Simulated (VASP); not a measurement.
# W (Pm-3n) in VASP: notebook

W is run at these levels: PBE; tasks: single point.

Program: VASP 6.6.1. These are calculated values, not measurements. Logs are shortened: lines on timing, memory, paths and dates and some standing lists are left out, and cuts for length are marked.

## 1. The cell of the first run

Symmetry: Pm-3n, No. 223, cubic system. The conventional cell has a = 4.979 Å, b = 4.979 Å, c = 4.979 Å, α = 90.00°, β = 90.00°, γ = 90.00°. W (site symmetry m-3) has 12 W at 2.78 Å within 3.7 Å. W (site symmetry -4m2) has 14 W at 2.49 to 3.05 Å within 3.3 Å.

## 2. Single point, PBE (15.43 Å³/atom)

INCAR reads:

```
  PREC = Accurate
  ENCUT = 520
  EDIFF = 1E-6
  ISMEAR = -1
  SIGMA = 0.05
  LREAL = F
  LASPH = T
  NELM = 80
  ALGO = Normal
  ISIF = 2
  LWAVE = F
  LCHARG = T
  GGA = PE
  LELF = T
  LVHAR = T
  NBANDS = 66
```

KPOINTS reads:

```
regular mesh
0
Gamma
  9 9 9
```

POSCAR reads:

```
W
1.0
    4.9792361906      0.0000000000      0.0000000000
    0.0000000000      4.9792361906      0.0000000000
    0.0000000000      0.0000000000      4.9792361906
W
8
Direct
    0.0000000000      0.0000000000      0.0000000000
    0.5000000000      0.5000000000      0.5000000000
    0.0000000000      0.5000000000      0.2500000000
    0.0000000000      0.5000000000      0.7500000000
    0.2500000000      0.0000000000      0.5000000000
    0.7500000000      0.0000000000      0.5000000000
    0.5000000000      0.7500000000      0.0000000000
    0.5000000000      0.2500000000      0.0000000000
```

Potentials or basis: VASP PAW PBE potentials, release 64 (W_sv).

The run is started by

```
$ cat potpaw_PBE.64/W_sv/POTCAR > POTCAR
$ mpirun -np 1 vasp_std > vasp.out
```

OUTCAR:

```text
PREC = Accurate
   ENCUT = 520
   EDIFF = 1E-6
   ISMEAR = -1
   LREAL = F
   LASPH = T
   NELM = 80
   ISIF = 2
   GGA = PE

 ion  position               nearest neighbor table
   1  0.000  0.000  0.000-   3 2.78   4 2.78   5 2.78   6 2.78   7 2.78   8 2.78   5 2.78   6 2.78
                             3 2.78   4 2.78   7 2.78   8 2.78
   2  0.500  0.500  0.500-   3 2.78   4 2.78   5 2.78   6 2.78   7 2.78   8 2.78   7 2.78   8 2.78
                             5 2.78   6 2.78   3 2.78   4 2.78
   3  0.000  0.500  0.250-   4 2.49   4 2.49   1 2.78   2 2.78   1 2.78   2 2.78   8 3.05   5 3.05
                             6 3.05   5 3.05   6 3.05   7 3.05   7 3.05   8 3.05
   4  0.000  0.500  0.750-   3 2.49   3 2.49   1 2.78   2 2.78   1 2.78   2 2.78   8 3.05   5 3.05
                             6 3.05   5 3.05   6 3.05   7 3.05   7 3.05   8 3.05
   5  0.250  0.000  0.500-   6 2.49   6 2.49   1 2.78   1 2.78   2 2.78   2 2.78   8 3.05   4 3.05
                             7 3.05   8 3.05   3 3.05   3 3.05   4 3.05   7 3.05
   6  0.750  0.000  0.500-   5 2.49   5 2.49   1 2.78   1 2.78   2 2.78   2 2.78   8 3.05   4 3.05
                             7 3.05   8 3.05   3 3.05   3 3.05   4 3.05   7 3.05
   7  0.500  0.750  0.000-   8 2.49   8 2.49   1 2.78   2 2.78   2 2.78   1 2.78   3 3.05   4 3.05
                             5 3.05   6 3.05   5 3.05   6 3.05   3 3.05   4 3.05
   8  0.500  0.250  0.000-   7 2.49   7 2.49   1 2.78   2 2.78   2 2.78   1 2.78   3 3.05   4 3.05
                             5 3.05   6 3.05   5 3.05   6 3.05   3 3.05   4 3.05

  LATTYP: Found a simple cubic cell.
 ALAT       =     4.9792361906

  Lattice vectors:

 A1 = (   4.9792361906,   0.0000000000,   0.0000000000)
 A2 = (   0.0000000000,   4.9792361906,   0.0000000000)
 A3 = (   0.0000000000,   0.0000000000,   4.9792361906)

Analysis of symmetry for initial positions (statically):
=====================================================================
 Subroutine PRICEL returns:
 Original cell was already a primitive cell.

 Routine SETGRP: Setting up the symmetry group for a
 simple cubic supercell.

 Subroutine GETGRP returns: Found 48 space group operations
 (whereof 24 operations were pure point group operations)
 out of a pool of 48 trial point group operations.

The static configuration has the point symmetry T_h .
 The point group associated with its full space group is O_h .

Analysis of symmetry for dynamics (positions and initial velocities):
=====================================================================
 Subroutine PRICEL returns:
 Original cell was already a primitive cell.

 Routine SETGRP: Setting up the symmetry group for a
 simple cubic supercell.

 Subroutine GETGRP returns: Found 48 space group operations
 (whereof 24 operations were pure point group operations)
 out of a pool of 48 trial point group operations.

The dynamic configuration has the point symmetry T_h .
 The point group associated with its full space group is O_h .

 Subroutine INISYM returns: Found 48 space group operations
 (whereof 24 operations are pure point group operations),
 and found     1 'primitive' translations

----------------------------------------------------------------------------------------

                                     Primitive cell

  volume of cell :     123.4492

  direct lattice vectors                    reciprocal lattice vectors
     4.979236191  0.000000000  0.000000000     0.200834016  0.000000000  0.000000000
     0.000000000  4.979236191  0.000000000     0.000000000  0.200834016  0.000000000
     0.000000000  0.000000000  4.979236191     0.000000000  0.000000000  0.200834016

  length of vectors
     4.979236191  4.979236191  4.979236191     0.200834016  0.200834016  0.200834016

  position of ions in fractional coordinates (direct lattice)
     0.000000000  0.000000000  0.000000000
     0.500000000  0.500000000  0.500000000
     0.000000000  0.500000000  0.250000000
     0.000000000  0.500000000  0.750000000
     0.250000000  0.000000000  0.500000000
     0.750000000  0.000000000  0.500000000
     0.500000000  0.750000000  0.000000000
     0.500000000  0.250000000  0.000000000

  ion indices of the primitive-cell ions
   primitive index   ion index
                 1           1
                 2           2
                 3           3
                 4           4
                 5           5
                 6           6
                 7           7
                 8           8

----------------------------------------------------------------------------------------

 KPOINTS: regular mesh

Automatic generation of k-mesh.
 Grid dimensions read from file:
 generate k-points for:    9    9    9

 Generating k-lattice:

  Cartesian coordinates                     Fractional coordinates (reciprocal lattice)
     0.022314891  0.000000000  0.000000000     0.111111111  0.000000000  0.000000000
     0.000000000  0.022314891  0.000000000     0.000000000  0.111111111  0.000000000
     0.000000000  0.000000000  0.022314891     0.000000000  0.000000000  0.111111111

  Length of vectors
     0.022314891  0.022314891  0.022314891

  Shift w.r.t. Gamma in fractional coordinates (k-lattice)
     0.000000000  0.000000000  0.000000000

 Subroutine IBZKPT returns following result:
 ===========================================

 Found     35 irreducible k-points:

 Following reciprocal coordinates:
            Coordinates               Weight
  0.000000  0.000000  0.000000      1.000000
  0.111111  0.000000  0.000000      6.000000
  0.222222  0.000000  0.000000      6.000000
  0.333333  0.000000  0.000000      6.000000
  0.444444  0.000000  0.000000      6.000000
  0.111111  0.111111  0.000000     12.000000
[... 16 lines left out ...]
  0.333333  0.333333  0.111111     24.000000
  0.444444  0.333333  0.111111     48.000000
 [... further k-points ...]
   k-points           NKPTS =     35   k-points in BZ     NKDIM =     35   number of bands    NBANDS=     66
   number of dos      NEDOS =    301   number of ions     NIONS =      8
   total plane-waves  NPLWV =  64000
   dimension x,y,z NGX =    40 NGY =   40 NGZ =   40
   dimension x,y,z NGXF=    80 NGYF=   80 NGZF=   80
   ions per type =               8
   NGX,Y,Z   is equivalent  to a cutoff of  13.36, 13.36, 13.36 a.u.
   NGXF,Y,Z  is equivalent  to a cutoff of  26.71, 26.71, 26.71 a.u.
 SYSTEM =  unknown system
   PREC   = accura    normal or accurate (medium, high low for compatibility)
   ISTART =      0    job   : 0-new  1-cont  2-samecut
   ICHARG =      2    charge: 1-file 2-atom 10-const
   ISPIN  =      1    spin polarized calculation?
   LNONCOLLINEAR =      F non collinear calculations
   LSORBIT =      F    spin-orbit coupling
   LASPH  =      T    aspherical Exc in radial PAW
   ENCUT  =  520.0 eV  38.22 Ry    6.18 a.u.   9.26  9.26  9.26*2*pi/ulx,y,z
   NELM   =     80;   NELMIN=  2; NELMDL= -5     # of ELM steps
   EDIFF  = 0.1E-05   stopping-criterion for ELM
   LREAL  =      F    real-space projection
   EDIFFG = 0.1E-04   stopping-criterion for IOM
   NSW    =      0    number of steps for IOM
   IBRION =     -1    ionic relax: 0-MD 1-quasi-New 2-CG
   NFREE  =      0    steps in history (QN), initial steepest desc. (CG)
   ISIF   =      2    stress and relaxation
   ISYM   =      2    0-nonsym 1-usesym 2-fastsym
   POTIM  = 0.5000    time-step for ionic-motion
   TEBEG  =    0.0;   TEEND  =   0.0 temperature during run
   PSTRESS=    0.0 pullay stress
   NELECT =     112.0000    total number of electrons
   NUPDOWN=      -1.0000    fix difference up-down
   EMIN   =  10.00;   EMAX   =-10.00  energy-range for DOS
   EFERMI =   0.00;   METHOD = LEGACY
   ISMEAR =    -1;   SIGMA  =   0.05  broadening in eV -4-tet -1-fermi 0-gaus
   EFERMI_NEDOS =   21; number of points for ismear=-14 and -15
   IALGO  =     38    algorithm
   IMIX   =      4    mixing-type and parameters
     AMIX     =   0.40;   BMIX     =  1.00
     AMIX_MAG =   1.60;   BMIX_MAG =  1.00
  volume/ion in A,a.u.               =      15.43       104.13
  Fermi-wavevector in a.u.,A,eV,Ry     =   1.584838  2.994909 34.173894  2.511710
  Thomas-Fermi vector in A             =   2.684394
   LORBIT       =      0    0 simple, 1 ext, 2 COOP (PROOUT), +10 PAW based schemes
   GGA     = PE    functional components
   LHFCALC =     F    Hartree Fock is set to
   AEXX    =    0.0000 exact exchange contribution
   IVDW    =     0    specifies the selected vdW correction
   LEPSILON=     F    determine dielectric tensor
   LRPA    =     F    only Hartree local field effects (RPA)
 non-spin polarized calculation
  energy-cutoff  :      520.00
  volume of cell :      123.45
 maximum number of plane-waves:      3346
 NGX is ok and might be reduce to    40
   NGX = 19   NGY = 19   NGZ = 19

 number of electron     111.9999991 magnetization

 Free energy of the ion-electron system (eV)
  ---------------------------------------------------
  ext. energy  EPLUGINS =         0.00000000
  ---------------------------------------------------
  free energy    TOTEN  =      -102.40990066 eV

  energy without entropy =     -102.38192023  energy(sigma->0) =     -102.39591045

 E-fermi :  11.6212     XC(G=0): -13.7793

 val. band max:       11.5997685560   @ k =   0.4444   0.2222   0.0000
 cond. band min:      11.6230568735   @ k =   0.3333   0.3333   0.0000
 fundamental gap:      0.0232883175
 Fermi energy:        11.6212288605

 k-point     1 :       0.0000    0.0000    0.0000
  band No.  band energies     occupation
      1     -62.3715      2.00000
      2     -62.3117      2.00000
      3     -62.3117      2.00000
      4     -62.1422      2.00000
      5     -62.1422      2.00000
      6     -62.1422      2.00000
[... 58 lines left out ...]
     65      13.5264      0.00000
     66      14.7644      0.00000

 k-point     2 :       0.1111    0.0000    0.0000
  band No.  band energies     occupation
      1     -62.3682      2.00000
      2     -62.3127      2.00000
      3     -62.3080      2.00000
      4     -62.1481      2.00000
      5     -62.1423      2.00000
      6     -62.1423      2.00000
[... 1576 lines left out ...]
     65      14.1117      0.00000
     66      14.7578      0.00000

 [... further k-points ...]

------------------------ aborting loop because EDIFF is reached ----------------------------------------

  FORCE on cell =-STRESS in cart. coord.  units (eV):
  Direction    XX          YY          ZZ          XY          YZ          ZX
  --------------------------------------------------------------------------------------
  -------------------------------------------------------------------------------------
  Total       16.2379238     16.2379238     16.2379238     -0.0000000      0.0000000     -0.0000000
  in kB      210.7428740    210.7428740    210.7428740     -0.0000000      0.0000000     -0.0000000
  external PRESSURE =     210.7428740 kB  Pullay stress =       0.0000000 kB

 VOLUME and BASIS-vectors are now :
 -----------------------------------------------------------------------------
  energy-cutoff  :      520.00
  volume of cell :      123.45
      direct lattice vectors                 reciprocal lattice vectors
     4.979236191  0.000000000  0.000000000     0.200834016  0.000000000  0.000000000
     0.000000000  4.979236191  0.000000000     0.000000000  0.200834016  0.000000000
     0.000000000  0.000000000  4.979236191     0.000000000  0.000000000  0.200834016

 POSITION                                       TOTAL-FORCE (eV/Angst)
 -----------------------------------------------------------------------------------
      0.00000      0.00000      0.00000         0.000000     -0.000000      0.000000
      2.48962      2.48962      2.48962         0.000000     -0.000000      0.000000
      0.00000      2.48962      1.24481         0.000000      0.000000     -0.000000
      0.00000      2.48962      3.73443        -0.000000      0.000000      0.000000
      1.24481      0.00000      2.48962         0.000000     -0.000000     -0.000000
      3.73443      0.00000      2.48962        -0.000000     -0.000000     -0.000000
      2.48962      3.73443      0.00000        -0.000000      0.000000      0.000000
      2.48962      1.24481      0.00000         0.000000     -0.000000     -0.000000
 -----------------------------------------------------------------------------------
    total drift:                               -0.000000     -0.000000      0.000000

  FREE ENERGIE OF THE ION-ELECTRON SYSTEM (eV)
  ---------------------------------------------------
  free  energy   TOTEN  =      -102.4099006603 eV

  energy  without entropy=     -102.3819202318  energy(sigma->0) =     -102.39591045
```

Run time: 6.1 min. Hardware: 1 thread of Intel Xeon 8259CL, shared host; peak memory 0.35 GiB.

What came out:

- Free energy: -102.4099 eV
- Pressure: 21.1 GPa
- Band gap on the k mesh: zero (bands 56 and 57 overlap by 0.87 eV)

Caveat: the cell stands under pressure; spin-orbit coupling is left out, which moves the levels of the heavy elements.

[end of part 1 of 2]
